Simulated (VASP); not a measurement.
# CaSe (P6_3/mmc) in VASP: notebook

The runs below take CaSe through single point, with PBE, LDA.

All numbers are computed with VASP 6.6.1; they aren't measurements. Logs are shortened: lines on timing, memory, paths and dates and some standing lists are left out, and cuts for length are marked.

## Step 1: The cell of the first run

It takes space group P6_3/mmc (No. 194, hexagonal). Conventional cell: a = 4.132 Å, b = 4.132 Å, c = 7.163 Å, α = 90.00°, β = 90.00°, γ = 120.00°. Within 3.9 Å of Ca (site symmetry -3m) lie 6 Se at 2.98 Å and 2 Ca at 3.58 Å. Within 3.9 Å of Se (site symmetry -6m2) lie 6 Ca at 2.98 Å.

## Step 2: Single point, PBE

Contents of INCAR:

```
SYSTEM = CaSe
PREC = Accurate
ENCUT = 520
EDIFF = 1E-7
ISMEAR = 0
SIGMA = 0.01
LREAL = .FALSE.
LASPH = .TRUE.
NELM = 100
ALGO = Normal
ISIF = 2
LWAVE = .FALSE.
LCHARG = .TRUE.
GGA = PE
LELF = .TRUE.
LVHAR = .TRUE.
NBANDS = 24
```

Contents of KPOINTS:

```
Automatic mesh
0
G
  6 6 2
  0 0 0
```

Contents of POSCAR:

```
CaSe
1.0
    4.1316821748      0.0000000000      0.0000000000
   -2.0658410874      3.5781417237      0.0000000000
    0.0000000000      0.0000000000      7.1625032124
Ca Se
2 2
Direct
    0.0000000000      0.0000000000      0.0000000000
    0.0000000000      0.0000000000      0.5000000000
    0.3333333333      0.6666666667      0.2500000000
    0.6666666667      0.3333333333      0.7500000000
```

Potentials or basis: VASP PAW PBE potentials, release 64 (Ca_sv, Se).

The run is started by

```
cat potpaw_PBE.64/Ca_sv/POTCAR potpaw_PBE.64/Se/POTCAR > POTCAR
mpirun -np 1 vasp_std > vasp.out
```

OUTCAR:

```text
SYSTEM = CaSe
   PREC = Accurate
   ENCUT = 520
   EDIFF = 1E-7
   ISMEAR = 0
   LREAL = .FALSE.
   LASPH = .TRUE.
   NELM = 100
   ISIF = 2
   GGA = PE

 ion  position               nearest neighbor table
   1  0.000  0.000  0.000-   3 2.98   4 2.98   3 2.98   4 2.98   4 2.98   3 2.98
   2  0.000  0.000  0.500-   3 2.98   4 2.98   3 2.98   4 2.98   4 2.98   3 2.98
   3  0.333  0.667  0.250-   1 2.98   2 2.98   1 2.98   2 2.98   1 2.98   2 2.98
   4  0.667  0.333  0.750-   1 2.98   2 2.98   1 2.98   2 2.98   1 2.98   2 2.98

  LATTYP: Found a hexagonal cell.
 ALAT       =     4.1316821748
 C/A-ratio  =     1.7335561908

  Lattice vectors:

 A1 = (   4.1316821748,   0.0000000000,   0.0000000000)
 A2 = (  -2.0658410874,   3.5781417237,   0.0000000000)
 A3 = (   0.0000000000,   0.0000000000,   7.1625032124)

Analysis of symmetry for initial positions (statically):
=====================================================================
 Subroutine PRICEL returns:
 Original cell was already a primitive cell.

 Routine SETGRP: Setting up the symmetry group for a
 hexagonal supercell.

 Subroutine GETGRP returns: Found 24 space group operations
 (whereof 12 operations were pure point group operations)
 out of a pool of 24 trial point group operations.

The static configuration has the point symmetry D_3d.
 The point group associated with its full space group is D_6h.

Analysis of symmetry for dynamics (positions and initial velocities):
=====================================================================
 Subroutine PRICEL returns:
 Original cell was already a primitive cell.

 Routine SETGRP: Setting up the symmetry group for a
 hexagonal supercell.

 Subroutine GETGRP returns: Found 24 space group operations
 (whereof 12 operations were pure point group operations)
 out of a pool of 24 trial point group operations.

The dynamic configuration has the point symmetry D_3d.
 The point group associated with its full space group is D_6h.

 Subroutine INISYM returns: Found 24 space group operations
 (whereof 12 operations are pure point group operations),
 and found     1 'primitive' translations

----------------------------------------------------------------------------------------

[... 81 lines left out ...]
   LSORBIT =      F    spin-orbit coupling
   LASPH  =      T    aspherical Exc in radial PAW
   ENCUT  =  520.0 eV  38.22 Ry    6.18 a.u.   7.68  7.68 13.32*2*pi/ulx,y,z
   NELM   =    100;   NELMIN=  2; NELMDL= -5     # of ELM steps
   EDIFF  = 0.1E-06   stopping-criterion for ELM
   LREAL  =      F    real-space projection
   EDIFFG = 0.1E-05   stopping-criterion for IOM
   NSW    =      0    number of steps for IOM
   IBRION =     -1    ionic relax: 0-MD 1-quasi-New 2-CG
   NFREE  =      0    steps in history (QN), initial steepest desc. (CG)
   ISIF   =      2    stress and relaxation
   ISYM   =      2    0-nonsym 1-usesym 2-fastsym
   POTIM  = 0.5000    time-step for ionic-motion
   TEBEG  =    0.0;   TEEND  =   0.0 temperature during run
   PSTRESS=    0.0 pullay stress
   NELECT =      32.0000    total number of electrons
   NUPDOWN=      -1.0000    fix difference up-down
   EMIN   =  10.00;   EMAX   =-10.00  energy-range for DOS
   EFERMI =   0.00;   METHOD = LEGACY
   ISMEAR =     0;   SIGMA  =   0.01  broadening in eV -4-tet -1-fermi 0-gaus
   EFERMI_NEDOS =   21; number of points for ismear=-14 and -15
   IALGO  =     38    algorithm
   IMIX   =      4    mixing-type and parameters
     AMIX     =   0.40;   BMIX     =  1.00
     AMIX_MAG =   1.60;   BMIX_MAG =  1.00
  volume/ion in A,a.u.               =      26.47       178.64
  Fermi-wavevector in a.u.,A,eV,Ry     =   1.098605  2.076063 16.421332  1.206934
  Thomas-Fermi vector in A             =   2.234986
   LORBIT       =      0    0 simple, 1 ext, 2 COOP (PROOUT), +10 PAW based schemes
   GGA     = PE    functional components
   LHFCALC =     F    Hartree Fock is set to
   AEXX    =    0.0000 exact exchange contribution
   IVDW    =     0    specifies the selected vdW correction
   LEPSILON=     F    determine dielectric tensor
   LRPA    =     F    only Hartree local field effects (RPA)
 non-spin polarized calculation
 Gauss-broadening in eV      SIGMA  =   0.01
  energy-cutoff  :      520.00
  volume of cell :      105.89
 maximum number of plane-waves:      2901
 NGX is ok and might be reduce to    32
   NGX = 15   NGY = 15   NGZ = 27

 number of electron      31.9999996 magnetization

 Free energy of the ion-electron system (eV)
  ---------------------------------------------------
  ext. energy  EPLUGINS =         0.00000000
  ---------------------------------------------------
  free energy    TOTEN  =       -18.68736431 eV

  energy without entropy =      -18.68736431  energy(sigma->0) =      -18.68736431

 E-fermi :   2.4655     XC(G=0):  -9.0397

 val. band max:        2.4114547741   @ k =   0.0000   0.0000   0.0000
 cond. band min:       4.6052641193   @ k =   0.5000  -0.0000   0.0000
 fundamental gap:      2.1938093452
 Fermi energy:         2.4655490003

 k-point     1 :       0.0000    0.0000    0.0000
  band No.  band energies     occupation
      1     -37.5691      2.00000
      2     -37.5533      2.00000
      3     -18.7291      2.00000
      4     -18.5657      2.00000
      5     -18.5657      2.00000
      6     -18.5431      2.00000
[... 367 lines left out ...]
     23       7.8524      0.00000
     24       7.8524      0.00000

------------------------ aborting loop because EDIFF is reached ----------------------------------------

  FORCE on cell =-STRESS in cart. coord.  units (eV):
  Direction    XX          YY          ZZ          XY          YZ          ZX
  --------------------------------------------------------------------------------------
  -------------------------------------------------------------------------------------
  Total        0.4917964      0.4917964      0.6128108      0.0000000      0.0000000      0.0000000
  in kB        7.4412626      7.4412626      9.2723055      0.0000000      0.0000000      0.0000000
  external PRESSURE =       8.0516102 kB  Pullay stress =       0.0000000 kB

 VOLUME and BASIS-vectors are now :
 -----------------------------------------------------------------------------
  energy-cutoff  :      520.00
  volume of cell :      105.89
      direct lattice vectors                 reciprocal lattice vectors
     4.131682175  0.000000000  0.000000000     0.242032169  0.139737338  0.000000000
    -2.065841087  3.578141724  0.000000000     0.000000000  0.279474676  0.000000000
     0.000000000  0.000000000  7.162503212     0.000000000  0.000000000  0.139615993

 POSITION                                       TOTAL-FORCE (eV/Angst)
 -----------------------------------------------------------------------------------
      0.00000      0.00000      0.00000        -0.000000      0.000000     -0.000000
      0.00000      0.00000      3.58125        -0.000000      0.000000     -0.000000
     -0.00000      2.38543      1.79063        -0.000000     -0.000000      0.000000
      2.06584      1.19271      5.37188         0.000000      0.000000     -0.000000
 -----------------------------------------------------------------------------------
    total drift:                                0.000000     -0.000000      0.000000

  FREE ENERGIE OF THE ION-ELECTRON SYSTEM (eV)
  ---------------------------------------------------
  free  energy   TOTEN  =       -18.6873643146 eV

  energy  without entropy=      -18.6873643146  energy(sigma->0) =      -18.68736431
```

OSZICAR:

```text
N       E                     dE             d eps       ncg     rms          rms(c)
DAV:   1     0.269395295662E+03    0.26940E+03   -0.14934E+04   672   0.123E+03
DAV:   2    -0.299253378262E+00   -0.26969E+03   -0.25957E+03   760   0.327E+02
DAV:   3    -0.181561439628E+02   -0.17857E+02   -0.17667E+02  1120   0.728E+01
DAV:   4    -0.189762280006E+02   -0.82008E+00   -0.81732E+00  1064   0.133E+01
DAV:   5    -0.189901845788E+02   -0.13957E-01   -0.13956E-01   968   0.134E+00    0.596E+00
DAV:   6    -0.186987139621E+02    0.29147E+00   -0.58376E-01   864   0.286E+00    0.359E+00
DAV:   7    -0.186810677772E+02    0.17646E-01   -0.31050E-01   960   0.264E+00    0.952E-01
DAV:   8    -0.186862275437E+02   -0.51598E-02   -0.39258E-02   952   0.994E-01    0.124E-01
DAV:   9    -0.186869485850E+02   -0.72104E-03   -0.25210E-03   928   0.287E-01    0.831E-02
DAV:  10    -0.186873310778E+02   -0.38249E-03   -0.50387E-04  1096   0.120E-01    0.234E-02
DAV:  11    -0.186873672974E+02   -0.36220E-04   -0.16935E-04   880   0.864E-02    0.123E-02
DAV:  12    -0.186873650911E+02    0.22062E-05   -0.10816E-05  1024   0.194E-02    0.618E-03
DAV:  13    -0.186873642434E+02    0.84775E-06   -0.20208E-06  1000   0.843E-03    0.167E-03
DAV:  14    -0.186873641189E+02    0.12447E-06   -0.52698E-07   792   0.413E-03    0.142E-03
DAV:  15    -0.186873643501E+02   -0.23115E-06   -0.88069E-08   600   0.225E-03    0.245E-04
DAV:  16    -0.186873643146E+02    0.35474E-07   -0.29211E-08   544   0.782E-04
   1 F= -.18687364E+02 E0= -.18687364E+02  d E =-.306796E-16
```

stdout:

```text
POSCAR found type information on POSCAR CaSe
 POSCAR found :  2 types and       4 ions
 scaLAPACK will be used
 LDA part: xc-table for (Slater+PW92), standard interpolation
 POSCAR, INCAR and KPOINTS ok, starting setup
 FFT: planning ... GRIDC
 FFT: planning ... GRID_SOFT
 FFT: planning ... GRID
 WAVECAR not read
 entering main loop
```

It took 1.7 min on 1 thread of AMD EPYC 7R13, shared host; peak memory 0.2 GiB.

Results:

* Free energy: -18.6874 eV
* Pressure: 0.8 GPa
* Band gap on the k mesh: 2.19 eV, indirect (least direct gap 2.43 eV)

Caveat: the k points lie up to 0.44 Å⁻¹ apart. A k mesh can miss the band edges.

## Step 3: Single point, LDA

Contents of INCAR:

```
SYSTEM = CaSe
PREC = Accurate
ENCUT = 520
EDIFF = 1E-6
ISMEAR = 0
SIGMA = 0.01
LREAL = .False.
LASPH = .True.
NELM = 60
ALGO = Normal
ISIF = 2
LWAVE = .False.
LCHARG = .True.
LELF = .True.
LVHAR = .True.
NBANDS = 24
```

Contents of KPOINTS:

```
regular mesh
0
Gamma
  6 6 2
  0 0 0
```

POSCAR is that of step 2.

Potentials or basis: VASP PAW LDA potentials, release 64 (Ca_sv, Se).

The run is started by

```
cat potpaw_LDA.64/Ca_sv/POTCAR potpaw_LDA.64/Se/POTCAR > POTCAR
mpirun -np 1 vasp_std > vasp.out
```

Run time: 72 s. Hardware: 1 thread of AMD EPYC 7R13, shared host; peak memory 0.17 GiB.

It converged, with:

- Free energy: -20.7867 eV
- Pressure: -3.2 GPa
- Band gap on the k mesh: 2.03 eV, indirect (least direct gap 2.26 eV)

Stress tensor (GPa, compression positive):
```
-3.19  0.00  0.00
 0.00 -3.19  0.00
 0.00  0.00 -3.32
```

Levels at points of the mesh, in eV from the valence-band top:
| k point | band 14 | band 15 | band 16 | band 17 | band 18 | band 19 |
| --- | --- | --- | --- | --- | --- | --- |
| (0.00, 0.00, 0.00) | -0.35 | 0.00 | 0.00 | 2.26 | 2.91 | 3.63 |
| (0.50, 0.00, 0.00) | -1.71 | -1.25 | -0.87 | 2.03 | 3.52 | 4.90 |
| (0.00, 0.00, 0.50) | -0.64 | -0.64 | -0.64 | 3.42 | 3.42 | 4.14 |
| (0.50, 0.00, 0.50) | -1.42 | -1.07 | -1.07 | 2.85 | 2.85 | 4.45 |

Caveat: the k points lie up to 0.44 Å⁻¹ apart. A k mesh can miss the band edges.
